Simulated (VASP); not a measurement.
Wanted: the native input for a VASP 6.6.1 run.

```yaml
Task: electric field gradients
Functional: PBEsol
Potentials_or_basis: VASP PAW PBE potentials, release 64 (Ta_sv_GW, N)
Cutoff: 520 eV
k_mesh: 12 × 12 × 10
Occupations: fermi-dirac, width 0.02 eV
Spin: no spin polarisation
Dipole_correction: no
Second_run: valence_matched
Further_INCAR_settings: ALGO = Normal; EDIFF = 1e-08; NBANDS = 16
```

The structure of TaN lies in POSCAR:

```
TaN
1.0
    2.8785330664      0.0000000000      0.0000000000
   -1.4392665332      2.4928827612      0.0000000000
    0.0000000000      0.0000000000      2.8246473979
Ta N
1 1
Direct
    0.3333333333      0.6666666667      0.5000000000
    0.0000000000      0.0000000000      0.0000000000
```

This cell differs from its parent crystal: volume scaled by 0.9405.

One way to write it, as run:

INCAR

```
PREC = Accurate ; ENCUT = 520
EDIFF = 1E-8 ; ISMEAR = -1
SIGMA = 0.02 ; LREAL = False
LASPH = True ; NELM = 120
ALGO = Normal ; ISIF = 2
LWAVE = False ; LCHARG = False
GGA = PS ; LEFG = True
NBANDS = 16 ; GGA_COMPAT = False
```

KPOINTS

```
Automatic mesh
0
Gamma
  12 12 10
```

Potentials or basis: VASP PAW PBE potentials, release 64 (Ta_sv_GW, N).

The run is started by

```sh
$ cat potpaw_PBE.64/Ta_sv_GW/POTCAR potpaw_PBE.64/N/POTCAR > POTCAR
$ mpirun -np 1 vasp_std > vasp.out
```

It gave:

```json
{
  "Pressure": "19.1 GPa",
  "Band gap on the k mesh": "zero (band 9 reaches 13.62 eV, above the bottom of band 10 at 13.08 eV)"
}
```

Caveat: without QUAD_EFG the Cq values of the log hold for a quadrupole moment of 1 mb, not for the nuclei; the PAW data sets were made with another functional, which shifts forces and pressure a little; spin-orbit coupling is left out, which moves the levels of the heavy elements.

Wall time 74 s on 1 thread of AMD EPYC 7R43 64-Core Processor (Zen 3), on a shared host, peak memory 0.14 GiB.
